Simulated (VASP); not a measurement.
# NaLaMnMoO6 in VASP: the effect of functional

NaLaMnMoO6:

```
Na La Mn Mo O
1.0
     4.72242   -2.73688    0.00000
     4.72242    2.73688    0.00000
    -3.17602    0.00000    4.47137
Na La Mn Mo O
1 1 1 1 6
Cartesian
  -0.0016 0.0000 3.3293
  6.2782 0.0000 1.1495
  3.1293 0.0000 2.2320
  0.0068 0.0000 0.0051
  4.1287 1.3576 1.2752
  4.1287 -1.3576 1.2752
  1.7826 0.0000 0.8395
  4.4861 0.0000 3.6274
  2.1339 1.3554 3.1981
  2.1339 -1.3554 3.1981
```

Alike in all runs:

* Program: VASP 6.6.1
* Task: relaxation of cell and atoms
* Cutoff: 600 eV
* k mesh: 6 × 6 × 6
* Occupations: fermi-dirac, width 0.05 eV
* Spin: collinear spin, ferromagnetic start
* Starting moments: [0.0, 0.0, 4.0, 1.0, 0.0, 0.0, 0.0, 0.0, 0.0, 0.0] μB

Each run relaxes the cell or the atoms first.

```csv
functional,potentials or basis,relaxed volume (Å³/atom),moment (μB),relaxed volume (Å³/atom)
PBE,"VASP PAW PBE potentials, release 64 (Na_pv, La, Mn_pv, Mo_sv, O)",?,?,?
LDA,"VASP PAW LDA potentials, release 64 (Na_pv, La, Mn_pv, Mo_sv, O)",10.76,1.14,10.76
PBEsol,"VASP PAW PBE potentials, release 64 (Na_pv, La, Mn_pv, Mo_sv, O)",11.10,1.52,11.10
```

What does the run with functional PBE give?

Relaxed volume 11.64 Å³/atom; moment 2.26 μB; relaxed volume 11.64 Å³/atom.

Caveats: a cell with one magnetic atom can't hold antiferromagnetic order, which such compounds often take; the PAW data sets were made with another functional, which shifts forces and pressure a little (at least some runs).
